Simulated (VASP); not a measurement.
Input of a VASP 6.6.1 run:

File POSCAR:

```
SiC
1.0
    3.0760000000      0.0000000000      0.0000000000
   -1.5380000000      2.6638941420      0.0000000000
    0.0000000000      0.0000000000      5.0480000000
Si C
2 2
Direct
    0.6666666667      0.3333333333      0.5000000000
    0.3333333333      0.6666666667      0.0000000000
    0.6666666667      0.3333333333      0.8850000000
    0.3333333333      0.6666666667      0.3850000000
```

INCAR.step1

```
SYSTEM = SiC
ALGO = Normal ; EDIFF = 1E-4
ENCUT = 600 ; GGA = PE
ISMEAR = -1 ; LASPH = .TRUE.
LCHARG = .FALSE. ; LREAL = .FALSE.
LWAVE = .TRUE. ; NELM = 100
PREC = Accurate ; SIGMA = 0.05
```

Contents of INCAR.step2:

```
SYSTEM = SiC
ALGO = Normal ; EDIFF = 1E-6
EDIFFG = -0.01 ; ENCUT = 600
IBRION = 2 ; ISIF = 3
ISMEAR = -1 ; ISTART = 1
IVDW = 12 ; LASPH = .TRUE.
LCHARG = .FALSE. ; LMIXTAU = .TRUE.
LREAL = .FALSE. ; LWAVE = .FALSE.
METAGGA = R2SCAN ; NELM = 100
NSW = 60 ; PREC = Accurate
SIGMA = 0.05 ; VDW_A1 = 0.49484001
VDW_A2 = 5.73083694 ; VDW_S6 = 1.0
VDW_S8 = 0.78981345
```

Contents of KPOINTS:

```
k-points
0
G
  10 10 5
  0 0 0
```

Potentials or basis: VASP PAW PBE potentials, release 64 (Si, C).

Command:

```bash
$ cat potpaw_PBE.64/Si/POTCAR potpaw_PBE.64/C/POTCAR > POTCAR
$ cp INCAR.step1 INCAR
$ mpirun -np 1 vasp_std > vasp.out
$ cp INCAR.step2 INCAR
$ mpirun -np 1 vasp_std > vasp.out
```

(1) Predict the relaxed cell.

(2) What does it give for the relaxed volume?

(3) Estimate the band gap on the k mesh.

## Answers

(1) a = 3.064 Å, b = 3.064 Å, c = 5.029 Å, α = 90.00°, β = 90.00°, γ = 120.00°.

(2) 10.22 Å³/atom.

(3) 2.80 eV, indirect (least direct gap 4.51 eV).

Caveat: the PAW data sets were made with another functional, which shifts forces and pressure a little.
